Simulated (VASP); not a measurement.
# TiSi16 (a cell with a defect) in VASP: a series of runs

The runs below take TiSi16 (a cell with a defect) through single point, with PBE.

All numbers are computed with VASP 6.6.1; they aren't measurements. Logs are shortened: lines on timing, memory, paths and dates and some standing lists are left out, and cuts for length are marked.

## (1) The cell of the first run

The cell holds a defect, 17 atoms: a = 7.679 Å, b = 7.679 Å, c = 7.679 Å, α = 60.00°, β = 60.00°, γ = 60.00°.

## (2) Single point, PBE

The input, INCAR:

```
SYSTEM = TiSi16
PREC = Accurate
ENCUT = 520
EDIFF = 1E-6
ISMEAR = 0
SIGMA = 0.02
LREAL = Auto
LASPH = .True.
NELM = 60
ALGO = Normal
ISIF = 2
LWAVE = .False.
LCHARG = .False.
GGA = PE
NBANDS = 52
```

The input, KPOINTS:

```
Automatic mesh
0
Gamma
  2 2 2
  0 0 0
```

The input, POSCAR:

```
TiSi16
1.0
    0.0000000000      5.4300000000      5.4300000000
    5.4300000000      0.0000000000      5.4300000000
    5.4300000000      5.4300000000      0.0000000000
Si Ti
16 1
Direct
    0.0013011050     -0.0017944751      0.0012484346
    0.1340232965      0.1268240331      0.1230067219
    0.0118525783     -0.0059719153      0.4967151934
    0.1338595764      0.1234518416      0.6187319521
    0.0113519337      0.4992850829     -0.0108721915
    0.1335729282      0.6155526703      0.1230290976
    0.0117616022      0.4968389503      0.4966779926
    0.1339036832      0.6234047882      0.6185900552
    0.5148513812      0.0039589319      0.0001206262
    0.6394541436      0.1184081031      0.1241279926
    0.5162940147     -0.0014291897      0.4861137201
    0.6381059853      0.1265892265      0.6191446593
    0.5142608656      0.4812376611     -0.0002829650
    0.6375828729      0.6197810313      0.1224922652
    0.5044969613      0.4992126151      0.4963612339
    0.6380782689      0.6158311234      0.6187337017
    0.3876418969      0.8697658379      0.8726304788
```

Potentials or basis: VASP PAW PBE potentials, release 64 (Si, Ti_sv).

Run with:

```sh
$ cat potpaw_PBE.64/Si/POTCAR potpaw_PBE.64/Ti_sv/POTCAR > POTCAR
$ mpirun -np 1 vasp_std > vasp.out
```

OUTCAR:

```text
SYSTEM = TiSi16
   PREC = Accurate
   ENCUT = 520
   EDIFF = 1E-6
   ISMEAR = 0
   LREAL = Auto
   LASPH = .True.
   NELM = 60
   ISIF = 2
   GGA = PE

 ion  position               nearest neighbor table
   1  0.001  0.998  0.001-  10 2.27   4 2.40   6 2.40   2 2.40  17 2.42
   2  0.134  0.127  0.123-   5 2.34   3 2.34   9 2.39   1 2.40  17 2.76
   3  0.012  0.994  0.497-   8 2.32   4 2.34   2 2.34  12 2.34
   4  0.134  0.123  0.619-   7 2.34   3 2.34  11 2.40   1 2.40  17 2.76
   5  0.011  0.499  0.989-   8 2.32   6 2.34   2 2.34  14 2.34
   6  0.134  0.616  0.123-   5 2.34   7 2.34  13 2.39   1 2.40  17 2.76
   7  0.012  0.497  0.497-   8 2.32   4 2.34   6 2.34  16 2.34
   8  0.134  0.623  0.619-   5 2.32  15 2.32   7 2.32   3 2.32
   9  0.515  0.004  0.000-  10 2.28   2 2.39  12 2.39  14 2.41  17 2.44
  10  0.639  0.118  0.124-   1 2.27  11 2.27  13 2.28   9 2.28
  11  0.516  0.999  0.486-  10 2.27   4 2.40  16 2.40  12 2.40  17 2.42
  12  0.638  0.127  0.619-  15 2.34   3 2.34   9 2.39  11 2.40  17 2.75
  13  0.514  0.481  1.000-  10 2.28   6 2.39  16 2.39  14 2.41  17 2.44
  14  0.638  0.620  0.122-   5 2.34  15 2.34   9 2.41  13 2.41  17 2.71
  15  0.504  0.499  0.496-   8 2.32  16 2.34  12 2.34  14 2.34
  16  0.638  0.616  0.619-  15 2.34   7 2.34  13 2.39  11 2.40  17 2.76
  17  0.388  0.870  0.873-   1 2.42  11 2.42  13 2.44   9 2.44  14 2.71  12 2.75   2 2.76   4 2.76
                            16 2.76   6 2.76

  LATTYP: Found a face centered cubic cell.
 ALAT       =    10.8600000000

  Lattice vectors:

 A1 = (   0.0000000000,   5.4300000000,   5.4300000000)
 A2 = (   5.4300000000,   0.0000000000,   5.4300000000)
 A3 = (   5.4300000000,   5.4300000000,   0.0000000000)

Analysis of symmetry for initial positions (statically):
=====================================================================
 Subroutine PRICEL returns:
 Original cell was already a primitive cell.

 Routine SETGRP: Setting up the symmetry group for a
 face centered cubic supercell.

 Subroutine GETGRP returns: Found  1 space group operations
 (whereof  1 operations were pure point group operations)
 out of a pool of 48 trial point group operations.

The static configuration has the point symmetry C_1 .

Analysis of symmetry for dynamics (positions and initial velocities):
=====================================================================
 Subroutine PRICEL returns:
 Original cell was already a primitive cell.

 Routine SETGRP: Setting up the symmetry group for a
 face centered cubic supercell.

 Subroutine GETGRP returns: Found  1 space group operations
 (whereof  1 operations were pure point group operations)
 out of a pool of 48 trial point group operations.

The dynamic configuration has the point symmetry C_1 .

 Subroutine INISYM returns: Found  1 space group operations
 (whereof  1 operations are pure point group operations),
 and found     1 'primitive' translations

----------------------------------------------------------------------------------------

                                     Primitive cell

  volume of cell :     320.2060

  direct lattice vectors                    reciprocal lattice vectors
     0.000000000  5.430000000  5.430000000    -0.092081031  0.092081031  0.092081031
     5.430000000  0.000000000  5.430000000     0.092081031 -0.092081031  0.092081031
     5.430000000  5.430000000  0.000000000     0.092081031  0.092081031 -0.092081031

  length of vectors
     7.679179644  7.679179644  7.679179644     0.159489025  0.159489025  0.159489025

  position of ions in fractional coordinates (direct lattice)
     0.001301105  0.998205525  0.001248435
     0.134023296  0.126824033  0.123006722
     0.011852578  0.994028085  0.496715193
     0.133859576  0.123451842  0.618731952
     0.011351934  0.499285083  0.989127809
     0.133572928  0.615552670  0.123029098
[... 9 lines left out ...]
     0.638078269  0.615831123  0.618733702
     0.387641897  0.869765838  0.872630479

  ion indices of the primitive-cell ions
   primitive index   ion index
                 1           1
                 2           2
                 3           3
                 4           4
                 5           5
                 6           6
[... 9 lines left out ...]
                16          16
                17          17

----------------------------------------------------------------------------------------

 KPOINTS: Automatic mesh

Automatic generation of k-mesh.
 Grid dimensions read from file:
 generate k-points for:    2    2    2

 Generating k-lattice:

  Cartesian coordinates                     Fractional coordinates (reciprocal lattice)
    -0.046040516  0.046040516  0.046040516     0.500000000  0.000000000  0.000000000
     0.046040516 -0.046040516  0.046040516     0.000000000  0.500000000  0.000000000
     0.046040516  0.046040516 -0.046040516     0.000000000  0.000000000  0.500000000

  Length of vectors
     0.079744512  0.079744512  0.079744512

  Shift w.r.t. Gamma in fractional coordinates (k-lattice)
     0.000000000  0.000000000  0.000000000

 Subroutine IBZKPT returns following result:
 ===========================================

 Found      8 irreducible k-points:

 Following reciprocal coordinates:
            Coordinates               Weight
  0.000000  0.000000  0.000000      1.000000
  0.500000  0.000000  0.000000      1.000000
  0.000000  0.500000  0.000000      1.000000
  0.000000  0.000000  0.500000      1.000000
  0.500000  0.500000  0.500000      1.000000
  0.500000  0.500000  0.000000      1.000000
  0.000000  0.500000  0.500000      1.000000
  0.500000  0.000000  0.500000      1.000000
   k-points           NKPTS =      8   k-points in BZ     NKDIM =      8   number of bands    NBANDS=     52
   number of dos      NEDOS =    301   number of ions     NIONS =     17
   total plane-waves  NPLWV = 216000
   dimension x,y,z NGX =    60 NGY =   60 NGZ =   60
   dimension x,y,z NGXF=   120 NGYF=  120 NGZF=  120
   ions per type =              16   1
   NGX,Y,Z   is equivalent  to a cutoff of  12.99, 12.99, 12.99 a.u.
   NGXF,Y,Z  is equivalent  to a cutoff of  25.98, 25.98, 25.98 a.u.
 SYSTEM =  TiSi16
   PREC   = accura    normal or accurate (medium, high low for compatibility)
   ISTART =      0    job   : 0-new  1-cont  2-samecut
   ICHARG =      2    charge: 1-file 2-atom 10-const
   ISPIN  =      1    spin polarized calculation?
   LNONCOLLINEAR =      F non collinear calculations
   LSORBIT =      F    spin-orbit coupling
   LASPH  =      T    aspherical Exc in radial PAW
   ENCUT  =  520.0 eV  38.22 Ry    6.18 a.u.  14.28 14.28 14.28*2*pi/ulx,y,z
   NELM   =     60;   NELMIN=  2; NELMDL= -5     # of ELM steps
   EDIFF  = 0.1E-05   stopping-criterion for ELM
   LREAL  =      T    real-space projection
   EDIFFG = 0.1E-04   stopping-criterion for IOM
   NSW    =      0    number of steps for IOM
   IBRION =     -1    ionic relax: 0-MD 1-quasi-New 2-CG
   NFREE  =      0    steps in history (QN), initial steepest desc. (CG)
   ISIF   =      2    stress and relaxation
   ISYM   =      2    0-nonsym 1-usesym 2-fastsym
   POTIM  = 0.5000    time-step for ionic-motion
   TEBEG  =    0.0;   TEEND  =   0.0 temperature during run
   PSTRESS=    0.0 pullay stress
   NELECT =      76.0000    total number of electrons
   NUPDOWN=      -1.0000    fix difference up-down
   EMIN   =  10.00;   EMAX   =-10.00  energy-range for DOS
   EFERMI =   0.00;   METHOD = LEGACY
   ISMEAR =     0;   SIGMA  =   0.02  broadening in eV -4-tet -1-fermi 0-gaus
   EFERMI_NEDOS =   21; number of points for ismear=-14 and -15
   IALGO  =     38    algorithm
   IMIX   =      4    mixing-type and parameters
     AMIX     =   0.40;   BMIX     =  1.00
     AMIX_MAG =   1.60;   BMIX_MAG =  1.00
  volume/ion in A,a.u.               =      18.84       127.11
  Fermi-wavevector in a.u.,A,eV,Ry     =   1.013607  1.915439 13.978610  1.027399
  Thomas-Fermi vector in A             =   2.146786
   LORBIT       =      0    0 simple, 1 ext, 2 COOP (PROOUT), +10 PAW based schemes
   GGA     = PE    functional components
   LHFCALC =     F    Hartree Fock is set to
   AEXX    =    0.0000 exact exchange contribution
   IVDW    =     0    specifies the selected vdW correction
   LEPSILON=     F    determine dielectric tensor
   LRPA    =     F    only Hartree local field effects (RPA)
 non-spin polarized calculation
 Gauss-broadening in eV      SIGMA  =   0.02
  energy-cutoff  :      520.00
  volume of cell :      320.21
 maximum number of plane-waves:      8646
 NGX is ok and might be reduce to    60
   NGX = 29   NGY = 29   NGZ = 29

 number of electron      76.0000002 magnetization

 Free energy of the ion-electron system (eV)
  ---------------------------------------------------
  ext. energy  EPLUGINS =         0.00000000
  ---------------------------------------------------
  free energy    TOTEN  =       -92.20448108 eV

  energy without entropy =      -92.20086145  energy(sigma->0) =      -92.20267126

 E-fermi :   6.9172     XC(G=0):  -9.7516

 val. band max:        6.9169026059   @ k =   0.5000   0.0000   0.0000
 cond. band min:       6.9567388935   @ k =   0.0000   0.5000   0.0000
 fundamental gap:      0.0398362876
 Fermi energy:         6.9171566760

 k-point     1 :       0.0000    0.0000    0.0000
  band No.  band energies     occupation
      1     -49.8865      2.00000
      2     -26.2733      2.00000
      3     -26.2573      2.00000
      4     -26.2439      2.00000
      5      -5.7204      2.00000
      6      -3.5124      2.00000
[... 42 lines left out ...]
     49       8.1775      0.00000
     50       8.4682      0.00000

 k-point     2 :       0.5000    0.0000    0.0000
  band No.  band energies     occupation
      1     -49.8865      2.00000
      2     -26.2734      2.00000
      3     -26.2573      2.00000
      4     -26.2440      2.00000
      5      -5.0093      2.00000
      6      -4.8049      2.00000
[... 42 lines left out ...]
     49       9.2948      0.00000
     50       9.8753      0.00000

 k-point     3 :       0.0000    0.5000    0.0000
  band No.  band energies     occupation
      1     -49.8865      2.00000
      2     -26.2734      2.00000
      3     -26.2573      2.00000
      4     -26.2440      2.00000
      5      -5.0137      2.00000
      6      -4.8002      2.00000
[... 42 lines left out ...]
     49       9.2716      0.00000
     50       9.8760      0.00000

 k-point     4 :       0.0000    0.0000    0.5000
  band No.  band energies     occupation
      1     -49.8865      2.00000
      2     -26.2734      2.00000
      3     -26.2573      2.00000
      4     -26.2440      2.00000
      5      -5.0095      2.00000
      6      -4.8047      2.00000
[... 42 lines left out ...]
     49       9.2949      0.00000
     50       9.8758      0.00000

 k-point     5 :       0.5000    0.5000    0.5000
  band No.  band energies     occupation
      1     -49.8865      2.00000
      2     -26.2734      2.00000
      3     -26.2573      2.00000
      4     -26.2440      2.00000
      5      -5.0145      2.00000
      6      -4.7994      2.00000
[... 42 lines left out ...]
     49       9.2685      0.00000
     50       9.8778      0.00000

 k-point     6 :       0.5000    0.5000    0.0000
  band No.  band energies     occupation
      1     -49.8865      2.00000
      2     -26.2733      2.00000
      3     -26.2573      2.00000
      4     -26.2440      2.00000
      5      -4.6943      2.00000
      6      -4.5982      2.00000
[... 42 lines left out ...]
     49       9.8741      0.00000
     50      10.5288      0.00000

 k-point     7 :       0.0000    0.5000    0.5000
  band No.  band energies     occupation
      1     -49.8865      2.00000
      2     -26.2733      2.00000
      3     -26.2573      2.00000
      4     -26.2440      2.00000
      5      -4.6936      2.00000
      6      -4.5991      2.00000
[... 42 lines left out ...]
     49       9.8743      0.00000
     50      10.5301      0.00000

 k-point     8 :       0.5000    0.0000    0.5000
  band No.  band energies     occupation
      1     -49.8865      2.00000
      2     -26.2734      2.00000
      3     -26.2573      2.00000
      4     -26.2439      2.00000
      5      -4.6827      2.00000
      6      -4.6113      2.00000
[... 42 lines left out ...]
     49       9.8816      0.00000
     50      10.5525      0.00000
 [bands above 50 left out]

------------------------ aborting loop because EDIFF is reached ----------------------------------------

  FORCE on cell =-STRESS in cart. coord.  units (eV):
  Direction    XX          YY          ZZ          XY          YZ          ZX
  --------------------------------------------------------------------------------------
  -------------------------------------------------------------------------------------
  Total        7.9299811      8.2415668      7.9060984     -0.0152484      0.0109204      0.2426235
  in kB       39.6783176     41.2373625     39.5588187     -0.0762967      0.0546409      1.2139867
  external PRESSURE =      40.1581663 kB  Pullay stress =       0.0000000 kB

 VOLUME and BASIS-vectors are now :
 -----------------------------------------------------------------------------
  energy-cutoff  :      520.00
  volume of cell :      320.21
      direct lattice vectors                 reciprocal lattice vectors
     0.000000000  5.430000000  5.430000000    -0.092081031  0.092081031  0.092081031
     5.430000000  0.000000000  5.430000000     0.092081031 -0.092081031  0.092081031
     5.430000000  5.430000000  0.000000000     0.092081031  0.092081031 -0.092081031

 POSITION                                       TOTAL-FORCE (eV/Angst)
 -----------------------------------------------------------------------------------
      5.42704      0.01384      5.42732         0.006134     -0.007861      0.001147
      1.35658      1.39567      1.41640        -0.001578      0.001174      0.003241
      8.09474      2.76152      5.46193         0.001924     -0.000472     -0.003110
      4.03006      4.08657      1.39720        -0.002688      0.006849     -0.000078
      8.08208      5.43261      2.77276         0.002775     -0.001610     -0.002376
      4.01050      1.39335      4.06775        -0.003089      0.001120     -0.001268
[... 9 lines left out ...]
      6.70369      6.82449      6.80873         0.001363      0.003376      0.000079
      9.46121      6.84328      6.82772        -0.003105     -0.004468      0.001688
 -----------------------------------------------------------------------------------
    total drift:                               -0.005501     -0.007413      0.002120

  FREE ENERGIE OF THE ION-ELECTRON SYSTEM (eV)
  ---------------------------------------------------
  free  energy   TOTEN  =       -92.2044810785 eV

  energy  without entropy=      -92.2008614483  energy(sigma->0) =      -92.20267126
```

It took 2.8 min on 1 thread of Intel Xeon 6975P-C (Granite Rapids), shared host; peak memory 0.5 GiB.

What came out:

- Free energy: -92.2045 eV
- Pressure: 4.0 GPa
- Largest force: 0.010 eV/Å
- Band gap on the k mesh: zero (band 38 reaches 6.96 eV, above the bottom of band 39 at 6.56 eV)

Forces on the atoms (eV/Å):
```
Si   0.006 -0.008  0.001
Si  -0.002  0.001  0.003
Si   0.002  0.000 -0.003
Si  -0.003  0.007  0.000
Si   0.003 -0.002 -0.002
Si  -0.003  0.001 -0.001
Si   0.004 -0.001  0.000
Si  -0.002  0.001  0.000
Si   0.000 -0.003 -0.001
Si   0.001  0.002 -0.003
Si  -0.003 -0.007 -0.001
Si   0.001  0.005  0.003
Si  -0.002  0.004  0.002
Si  -0.002  0.004  0.000
Si   0.001 -0.002  0.000
Si   0.001  0.003  0.000
Ti  -0.003 -0.004  0.002
```

Stress tensor (GPa, compression positive):
```
 3.97 -0.01  0.12
-0.01  4.12  0.01
 0.12  0.01  3.96
```

Caveat: the k points lie up to 0.50 Å⁻¹ apart.

## (3) Single point, PBE

The input, INCAR:

```
  PREC = Accurate
  ENCUT = 520
  EDIFF = 1E-6
  ISMEAR = 0
  SIGMA = 0.02
  LREAL = Auto
  LASPH = T
  NELM = 80
  ALGO = Normal
  ISIF = 2
  LWAVE = F
  LCHARG = F
  GGA = PE
  NBANDS = 52
```

The input, KPOINTS:

```
Automatic mesh
0
Gamma
  2 2 2
```

The input, POSCAR:

```
TiSi16
1.0
    0.0000000000      5.4300000000      5.4300000000
    5.4300000000      0.0000000000      5.4300000000
    5.4300000000      5.4300000000      0.0000000000
Si Ti
16 1
Direct
   -0.0021098527     -0.0128794659      0.0060695212
    0.1262012891      0.1088493554      0.1388867403
    0.0066502762     -0.0142578269      0.5007847145
    0.1207881215      0.1102577348      0.6250899632
    0.0013671271      0.4911490792      0.0061807551
    0.1305101289      0.6134097606      0.1283069982
   -0.0022424494      0.4911785451      0.5020470534
    0.1262413444      0.6238308471      0.6238376611
    0.5089655617     -0.0128720074      0.0061535912
    0.6253669429      0.1208050645      0.1285807551
    0.5050353591     -0.0125020258      0.5024134438
    0.6437586556      0.1103691529      0.6251774401
    0.5011425414      0.4914022099      0.0064469613
    0.6278494475      0.6134328729      0.1283315838
    0.5090730203      0.4912787293      0.5020505525
    0.6252637201      0.6137079190      0.6359018416
    0.2550831492      1.2375207182      0.7523023020
```

Potentials or basis: VASP PAW PBE potentials, release 64 (Si, Ti_sv).

Run with:

```sh
$ cat potpaw_PBE.64/Si/POTCAR potpaw_PBE.64/Ti_sv/POTCAR > POTCAR
$ mpirun -np 1 vasp_std > vasp.out
```

Run time: 2.5 min. Hardware: 1 thread of Intel Xeon 6975P-C (Granite Rapids), shared host; peak memory 0.49 GiB.

Results (log left out):

```yaml
Free_energy: -92.2044 eV
Pressure: 4.0 GPa
Largest_force: 0.013 eV/Å
Band_gap_on_the_k_mesh: zero (band 38 reaches 6.96 eV, above the bottom of band 39 at 6.55 eV)
```

Forces on the atoms (eV/Å):
```
Si  -0.006 -0.001  0.001
Si  -0.001  0.000 -0.001
Si  -0.002  0.004 -0.003
Si   0.006 -0.001  0.001
Si   0.009  0.000  0.001
Si  -0.002  0.001  0.000
Si  -0.004 -0.001 -0.003
Si   0.007 -0.009  0.007
Si  -0.006 -0.001  0.002
Si   0.006  0.000  0.000
Si  -0.006  0.000  0.000
Si   0.005 -0.001  0.000
Si  -0.001  0.000  0.000
Si  -0.002  0.000 -0.001
Si  -0.004  0.003  0.001
Si   0.002 -0.001  0.002
Ti   0.000  0.007 -0.007
```

Stress tensor (GPa, compression positive):
```
4.12 0.00 0.00
0.00 3.97 0.12
0.00 0.12 3.97
```

Levels at points of the mesh, in eV from the Fermi level:
```csv
k point,band 35,band 36,band 37,band 38,band 39,band 40,band 41,band 42
"(0.00, 0.00, 0.00)",-0.98,-0.97,-0.42,-0.39,-0.36,-0.11,-0.06,0.26
"(0.50, 0.00, 0.00)",-1.36,-1.35,-0.25,0.04,0.06,0.45,0.45,0.80
"(0.00, 0.50, 0.00)",-1.36,-1.35,-0.28,0.00,0.07,0.45,0.47,0.84
"(0.00, 0.00, 0.50)",-1.36,-1.35,-0.28,0.00,0.07,0.45,0.47,0.84
"(0.50, 0.50, 0.50)",-1.36,-1.35,-0.25,0.04,0.06,0.45,0.45,0.80
"(0.50, 0.50, 0.00)",-2.00,-1.86,-0.69,-0.03,0.57,0.58,1.12,1.35
"(0.00, 0.50, 0.50)",-1.98,-1.88,-0.70,-0.03,0.57,0.62,1.11,1.33
"(0.50, 0.00, 0.50)",-2.00,-1.86,-0.69,-0.03,0.57,0.58,1.12,1.35
```

Caveat: the k points lie up to 0.50 Å⁻¹ apart.
